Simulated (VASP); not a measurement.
Ni, 1 atom in the cell. It takes space group Fm-3m (No. 225, cubic). Conventional cell: a = 3.024 Å, b = 3.024 Å, c = 3.024 Å, α = 90.00°, β = 90.00°, γ = 90.00°. Ni (site symmetry m-3m) has 12 Ni at 2.14 Å within 2.8 Å. 

- Program: VASP 6.6.1
- Task: single point
- Functional: LDA
- Potentials or basis: VASP PAW LDA potentials, release 64 (Ni_sv_GW)
- Cutoff: 590 eV
- k mesh: 22 × 22 × 22
- Occupations: fermi-dirac, width 0.1 eV
- Spin: collinear spin, ferromagnetic start
- Starting moments: [1.0] μB
- Dipole correction: no
- Further INCAR settings: ALGO = Normal; EDIFF = 1e-06; NBANDS = 19

Potentials or basis: VASP PAW LDA potentials, release 64 (Ni_sv_GW).

Run with:

```sh
$ cat potpaw_LDA.64/Ni_sv_GW/POTCAR > POTCAR
$ mpirun -np 1 vasp_std > vasp.out
```

Hardware: 1 thread of AMD EPYC 7571, on a shared host.

Q: How long does it take, and how much memory?

A: Run time: 4.4 min on 1 thread of AMD EPYC 7571, on a shared host, peak memory 0.18 GiB. Counts: scf iterations 14, k points 328.
